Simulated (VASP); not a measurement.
Input of a VASP 6.6.1 run:

The input INCAR:

```
SYSTEM = InSb
ALGO = Normal
EDIFF = 1E-7
ENCUT = 520
GGA = PS
ISIF = 2
ISMEAR = 0
LASPH = .True.
LCHARG = .False.
LREAL = .False.
LWAVE = .False.
NBANDS = 16
NELM = 100
PREC = Accurate
SIGMA = 0.15
```

KPOINTS

```
k-points
0
Gamma
  16 16 16
  0 0 0
```

POSCAR

```
InSb
1.0
    0.0000000000      3.5207233848      3.5207233848
    3.5207233848      0.0000000000      3.5207233848
    3.5207233848      3.5207233848      0.0000000000
In Sb
1 1
Direct
    0.0000000000      0.0000000000      0.0000000000
    0.7500000000      0.7500000000      0.7500000000
```

Potentials or basis: VASP PAW PBE potentials, release 64 (In_d, Sb).

Command:

```bash
$ cat potpaw_PBE.64/In_d/POTCAR potpaw_PBE.64/Sb/POTCAR > POTCAR
$ mpirun -np 1 vasp_std > vasp.out
```

(1) Predict the pressure.

(2) Estimate the band gap on the k mesh.

## Answers

(1) -5.6 GPa.

(2) zero (filled and empty bands touch).

Caveat: the cell differs from its parent crystal (strain +0.080 along x and y, +0.080 along z); the PAW data sets were made with another functional, which shifts forces and pressure a little; spin-orbit coupling is left out, which moves the levels of the heavy elements.
